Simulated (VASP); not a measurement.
# CdS (F-43m) in VASP: notebook, part 2 of 2

VASP 6.6.1. Earlier steps stand in the parts before.

### Step 3. Electric field gradients, PBE (volume scaled by 0.98)

Input file INCAR:

```
  PREC = Accurate
  ENCUT = 520
  EDIFF = 1E-8
  ISMEAR = -1
  SIGMA = 0.02
  LREAL = False
  LASPH = True
  NELM = 80
  ALGO = Normal
  ISIF = 2
  LWAVE = False
  LCHARG = False
  GGA = PE
  LEFG = True
  NBANDS = 16
```

Input file KPOINTS:

```
regular mesh
0
Gamma
  7 7 7
```

Input file POSCAR:

```
CdS
1.0
    0.0000000000      2.9232015042      2.9232015042
    2.9232015042      0.0000000000      2.9232015042
    2.9232015042      2.9232015042      0.0000000000
Cd S
1 1
Direct
    0.0000000000      0.0000000000      0.0000000000
    0.7500000000      0.7500000000      0.7500000000
```

Potentials or basis: VASP PAW PBE potentials, release 64 (Cd, S).

Started as:

```sh
> cat potpaw_PBE.64/Cd/POTCAR potpaw_PBE.64/S/POTCAR > POTCAR
> mpirun -np 1 vasp_std > vasp.out
```

OUTCAR:

```text
PREC = Accurate
   ENCUT = 520
   EDIFF = 1E-8
   ISMEAR = -1
   LREAL = False
   LASPH = True
   NELM = 80
   ISIF = 2
   GGA = PE

 ion  position               nearest neighbor table
   1  0.000  0.000  0.000-   2 2.53   2 2.53   2 2.53   2 2.53
   2  0.750  0.750  0.750-   1 2.53   1 2.53   1 2.53   1 2.53

  LATTYP: Found a face centered cubic cell.
 ALAT       =     5.8464030084

  Lattice vectors:

 A1 = (   0.0000000000,   2.9232015042,   2.9232015042)
 A2 = (   2.9232015042,   0.0000000000,   2.9232015042)
 A3 = (   2.9232015042,   2.9232015042,   0.0000000000)

Analysis of symmetry for initial positions (statically):
=====================================================================
 Subroutine PRICEL returns:
 Original cell was already a primitive cell.

 Routine SETGRP: Setting up the symmetry group for a
 face centered cubic supercell.

 Subroutine GETGRP returns: Found 24 space group operations
 (whereof 24 operations were pure point group operations)
 out of a pool of 48 trial point group operations.

The static configuration has the point symmetry T_d .

Analysis of symmetry for dynamics (positions and initial velocities):
=====================================================================
 Subroutine PRICEL returns:
 Original cell was already a primitive cell.

 Routine SETGRP: Setting up the symmetry group for a
 face centered cubic supercell.

 Subroutine GETGRP returns: Found 24 space group operations
 (whereof 24 operations were pure point group operations)
 out of a pool of 48 trial point group operations.
[... 151 lines left out ...]
  band No.  band energies     occupation
      1     -11.0716      2.00000
      2      -6.4477      2.00000
      3      -6.4477      2.00000
      4      -6.4477      2.00000
      5      -5.9772      2.00000
      6      -5.9772      2.00000
[... 357 lines left out ...]
      3      -6.1923      2.00000
      4      -6.0264      2.00000
      5      -5.9594      2.00000
      6      -5.3839      2.00000
[... 8 lines left out ...]
     15      13.5549      0.00000
     16      15.2270      0.00000

------------------------ aborting loop because EDIFF is reached ----------------------------------------

  FORCE on cell =-STRESS in cart. coord.  units (eV):
  Direction    XX          YY          ZZ          XY          YZ          ZX
  --------------------------------------------------------------------------------------
  -------------------------------------------------------------------------------------
  Total        0.8574982      0.8574982      0.8574982      0.0000000     -0.0000000     -0.0000000
  in kB       27.5003081     27.5003081     27.5003081      0.0000000     -0.0000000     -0.0000000
  external PRESSURE =      27.5003081 kB  Pullay stress =       0.0000000 kB

 VOLUME and BASIS-vectors are now :
 -----------------------------------------------------------------------------
  energy-cutoff  :      520.00
  volume of cell :       49.96
      direct lattice vectors                 reciprocal lattice vectors
     0.000000000  2.923201504  2.923201504    -0.171045342  0.171045342  0.171045342
     2.923201504  0.000000000  2.923201504     0.171045342 -0.171045342  0.171045342
     2.923201504  2.923201504  0.000000000     0.171045342  0.171045342 -0.171045342

 POSITION                                       TOTAL-FORCE (eV/Angst)
 -----------------------------------------------------------------------------------
      0.00000      0.00000      0.00000        -0.000000      0.000000      0.000000
      4.38480      4.38480      4.38480         0.000000     -0.000000     -0.000000
 -----------------------------------------------------------------------------------
    total drift:                                0.000000      0.000000      0.000000

  FREE ENERGIE OF THE ION-ELECTRON SYSTEM (eV)
  ---------------------------------------------------
  free  energy   TOTEN  =        -6.1271685369 eV

  energy  without entropy=       -6.1271685369  energy(sigma->0) =       -6.12716854

 Electric field gradients (V/A^2)
---------------------------------------------------------------------
 ion       V_xx      V_yy      V_zz      V_xy      V_xz      V_yz
---------------------------------------------------------------------
   1      -0.000     0.000    -0.000     0.002     0.002     0.002
   2      -0.000     0.000    -0.000    -0.000    -0.000    -0.000
---------------------------------------------------------------------

 Electric field gradients after diagonalization (V/A^2)
 (convention: |V_zz| > |V_xx| > |V_yy|)
----------------------------------------------------------------------
 ion       V_xx      V_yy      V_zz     asymmetry (V_yy - V_xx)/ V_zz
----------------------------------------------------------------------
   1      -0.002    -0.002     0.004       0.000
   2       0.000     0.000    -0.000       0.000
----------------------------------------------------------------------

           NMR quadrupolar parameters

 Cq : quadrupolar parameter    Cq=e*Q*V_zz/h
 eta: asymmetry parameters     (V_yy - V_xx)/ V_zz
 Q  : nuclear electric quadrupole moment in mb (millibarn)
----------------------------------------------------------------------
 ion       Cq(MHz)       eta       Q (mb)
----------------------------------------------------------------------
   1       0.000       0.000       1.000
   2      -0.000       0.000       1.000
----------------------------------------------------------------------
```

OSZICAR:

```text
N       E                     dE             d eps       ncg     rms          rms(c)
DAV:   1     0.105474768723E+03    0.10547E+03   -0.90748E+03   656   0.102E+03
DAV:   2    -0.239032958073E+01   -0.10787E+03   -0.10161E+03   744   0.253E+02
DAV:   3    -0.664529035172E+01   -0.42550E+01   -0.42451E+01   768   0.513E+01
DAV:   4    -0.667232861367E+01   -0.27038E-01   -0.27035E-01   832   0.403E+00
DAV:   5    -0.667269019031E+01   -0.36158E-03   -0.36157E-03   752   0.439E-01    0.800E+00
DAV:   6    -0.614598288541E+01    0.52671E+00   -0.83788E-01   976   0.115E+01    0.644E+00
DAV:   7    -0.612671632479E+01    0.19267E-01   -0.19519E-01   816   0.303E+00    0.314E+00
DAV:   8    -0.612703043836E+01   -0.31411E-03   -0.17798E-02   776   0.169E+00    0.303E-01
DAV:   9    -0.612696437231E+01    0.66066E-04   -0.19896E-03   776   0.660E-01    0.595E-02
DAV:  10    -0.612709237071E+01   -0.12800E-03   -0.23800E-04   808   0.153E-01    0.674E-02
DAV:  11    -0.612717525205E+01   -0.82881E-04   -0.13517E-04   752   0.911E-02    0.239E-02
DAV:  12    -0.612716760457E+01    0.76475E-05   -0.23815E-05   848   0.641E-02    0.999E-03
DAV:  13    -0.612716890719E+01   -0.13026E-05   -0.40469E-06   744   0.117E-02    0.103E-02
DAV:  14    -0.612716857443E+01    0.33275E-06   -0.34313E-07   912   0.362E-03    0.506E-03
DAV:  15    -0.612716855742E+01    0.17013E-07   -0.47392E-08   712   0.134E-03    0.944E-04
DAV:  16    -0.612716853712E+01    0.20300E-07   -0.46562E-09   648   0.430E-04    0.819E-05
DAV:  17    -0.612716853692E+01    0.20577E-09   -0.73581E-10   368   0.196E-04
   1 F= -.61271685E+01 E0= -.61271685E+01  d E =-.167152E-11
```

stdout:

```text
POSCAR found type information on POSCAR CdS
 POSCAR found :  2 types and       2 ions
 scaLAPACK will be used
 LDA part: xc-table for (Slater+PW92), standard interpolation
 POSCAR, INCAR and KPOINTS ok, starting setup
 FFT: planning ... GRIDC
 FFT: planning ... GRID_SOFT
 FFT: planning ... GRID
 WAVECAR not read
 entering main loop
ion   1

ion   2
```

Run time: 18 s. Hardware: 1 thread of Intel Xeon Platinum 8259CL at 2.50GHz (Skylake/Cascade Lake), shared host; peak memory 0.18 GiB.

What came out:

```
Free energy            : -6.1272 eV
Pressure               : 2.8 GPa
Band gap on the k mesh : 1.13 eV, direct
```

Caveat: without QUAD_EFG the Cq values of the log hold for a quadrupole moment of 1 mb, not for the nuclei.
